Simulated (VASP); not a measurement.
Runs of VASP 6.6.1 on HfNbSe4. The structure is that of space group F-43m (No. 216), or close to it. The cells are those of the table. 

| task | cell | k mesh | cutoff (eV) | gap on the mesh (eV) | pressure (GPa) | relaxed volume (Å³/atom) | largest force (eV/Å) |
| --- | --- | --- | --- | --- | --- | --- | --- |
| single point | a = 5.553 Å, angles 60.0°, 6 atoms | 4 × 4 × 4 | 520 | none | -0.2 | - | 0.06 |
| single point | a = 5.829 Å, angles 60.0°, 6 atoms | 4 × 4 × 4 | 520 | none | -9.1 | - | (a) |
| relaxation of cell and atoms | relaxed from a = 5.553 Å, angles 60.0°, 6 atoms | 8 × 8 × 8 | 600 | none | 0.0 | 20.02 | - |
| single point | a = 5.541 Å, angles 60.0°, 6 atoms | 8 × 8 × 8 | 520 | none | -0.2 | - | - |
| relaxation of cell and atoms | relaxed from a = 5.829 Å, angles 60.0°, 6 atoms | 4 × 4 × 4 | 600 | none | -0.2 | (b) | 0.01 |

Alike in all rows: level PBE; potentials or basis VASP PAW PBE potentials, release 64 (Hf_pv, Nb_sv, Se); no spin polarisation; smearing gaussian 0.1 eV.

Problem. Estimate the missing entries.

Solution. (a) 0.14; (b) 20.17.

Caveats: spin-orbit coupling is left out, which moves the levels of the heavy elements.

A k mesh can miss the band edges, and the runs leave out spin-orbit coupling on Hf, Nb, Se.

A gap of «none» marks levels without a gap at the run's occupations.
